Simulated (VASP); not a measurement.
Crystal: MgB2.

```xyz
3
Lattice="3.0850 0.0000 0.0000 -1.5425 2.6717 0.0000 0.0000 0.0000 3.5230" Properties=species:S:1:pos:R:3 pbc="T T T"
Mg    0.0000    0.0000    0.0000
B     1.5425    0.8906    1.7615
B     0.0000    1.7811    1.7615
```

| Quantity | Value |
| --- | --- |
| Program | VASP 6.6.1 |
| Task | relaxation of cell and atoms |
| Functional | LDA |
| Potentials or basis | VASP PAW LDA potentials, release 64 (Mg, B) |
| Cutoff | 600 eV |
| k mesh | 10 × 10 × 8 |
| Occupations | fermi-dirac, width 0.05 eV |
| Spin | no spin polarisation |

At the start: pressure -8.1 GPa; volume 9.68 Å³/atom.

Problem. How do energy, volume and symmetry change on relaxing?

Solution. Over 5 steps the energy falls by 13.8 meV/atom and the volume is 9.15 Å³/atom (-5.5 %); space group P6/mmm (No. 191, to 0.05 Å).

Step by step:
| step | energy change (eV) | largest force (eV/Å) | pressure (GPa) | volume (Å³) |
| --- | --- | --- | --- | --- |
| 1 | 0.0000 | 0.0000 | -8.07 | 29.04 |
| 2 | -0.0344 | 0.0000 | 3.14 | 27.04 |
| 3 | -0.0393 | 0.0000 | -0.04 | 27.54 |
| 4 | -0.0412 | 0.0000 | 0.00 | 27.48 |
| 5 | -0.0415 | 0.0000 | 0.03 | 27.44 |

Final structure:
```cif
data_structure
_symmetry_space_group_name_H-M 'P 1'
_symmetry_Int_Tables_number 1
_cell_length_a 3.0389
_cell_length_b 3.0389
_cell_length_c 3.4308
_cell_angle_alpha 90.000
_cell_angle_beta 90.000
_cell_angle_gamma 120.000
_cell_volume 27.44
loop_
_atom_site_label
_atom_site_type_symbol
_atom_site_fract_x
_atom_site_fract_y
_atom_site_fract_z
_atom_site_occupancy
Mg1 Mg 0.00000 0.00000 0.00000 1
B1 B 0.66667 0.33333 0.50000 1
B2 B 0.33333 0.66667 0.50000 1
```
